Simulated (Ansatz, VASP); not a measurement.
## CdTe: VASP beside Ansatz

```
CELL_PARAMETERS angstrom
0.00000 3.20500 3.06078
3.20500 0.00000 3.06078
3.20500 3.20500 0.00000
ATOMIC_POSITIONS crystal
Cd 0.00000 0.00000 0.00000
Te 0.75000 0.75000 0.75000
```

Change from the starting cell: strain -0.0450 x Voigt [0, 0, 1, 0, 0, 0], atoms carried along.

Alike in both runs: task single point; functional LDA; k mesh 8 × 8 × 8; occupations gaussian, width 0.05 eV; no spin polarisation.

|  | VASP | Ansatz |
| --- | --- | --- |
| version | VASP 6.6.1 | Ansatz 0.2.0 |
| potentials or method | VASP PAW LDA potentials, release 64 (Cd, Te), cutoff 520 eV | scalar-relativistic, plane waves, PAW |
| valence electrons in the cell | 18 | 36 |

```csv
,VASP,Ansatz,Ansatz less VASP
gap on the k mesh at the Fermi level (eV),0.69,0.65,-0.045
least direct gap on the mesh (eV),0.69,0.65,-0.045
pressure (GPa),2.6,2.3,-0.33
"traceless stress, the component that is largest in VASP (GPa)",0.44,0.45,+0.009
```

LDA's correlation is that of Perdew and Zunger in VASP and of Perdew and Wang (1992) in Ansatz. VASP's potentials hold 18 valence electrons a cell and Ansatz's 36, so a difference there can come from the potentials and not from the codes.

Neither program's run includes spin-orbit coupling.
